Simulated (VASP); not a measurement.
Crystal: W3N4.

```
CELL_PARAMETERS angstrom
4.12200 0.00000 0.00000
0.00000 4.12200 0.00000
0.00000 0.00000 4.12200
ATOMIC_POSITIONS crystal
W 0.50000 0.50000 0.00000
W 0.00000 0.50000 0.50000
W 0.50000 0.00000 0.50000
N 0.50000 0.50000 0.50000
N 0.50000 0.00000 0.00000
N 0.00000 0.00000 0.50000
N 0.00000 0.50000 0.00000
```

| Item | Value |
| --- | --- |
| Program | VASP 6.6.1 |
| Task | relaxation of cell and atoms |
| Functional | PBEsol |
| Potentials or basis | VASP PAW PBE potentials, release 64 (W_sv, N) |
| Cutoff | 600 eV |
| k mesh | 6 × 6 × 6 |
| Occupations | fermi-dirac, width 0.05 eV |
| Spin | no spin polarisation |

At the start: pressure 19.3 GPa; volume 10.01 Å³/atom.

Question: Where does the relaxation end?

Answer: Over 4 steps the energy falls by 27.5 meV/atom and the volume is 10.48 Å³/atom (+4.8 %); space group Pm-3m (No. 221, to 0.1 Å) before and after.

Step by step:
| step | energy change (eV) | largest force (eV/Å) | pressure (GPa) | volume (Å³) |
| --- | --- | --- | --- | --- |
| 1 | 0.0000 | 0.0000 | 19.28 | 70.04 |
| 2 | 0.9674 | 0.0000 | -34.65 | 82.96 |
| 3 | -0.1924 | 0.0000 | -0.84 | 73.55 |
| 4 | -0.1928 | 0.0000 | -0.06 | 73.39 |

Final structure:
```xyz
7
Lattice="4.1868 0.0000 0.0000 0.0000 4.1868 0.0000 0.0000 0.0000 4.1868" Properties=species:S:1:pos:R:3 pbc="T T T"
W     2.0934    2.0934    0.0000
W     0.0000    2.0934    2.0934
W     2.0934    0.0000    2.0934
N     2.0934    2.0934    2.0934
N     2.0934    0.0000    0.0000
N     0.0000    0.0000    2.0934
N     0.0000    2.0934    0.0000
```

Caveat: the PAW data sets were made with another functional, which shifts forces and pressure a little.
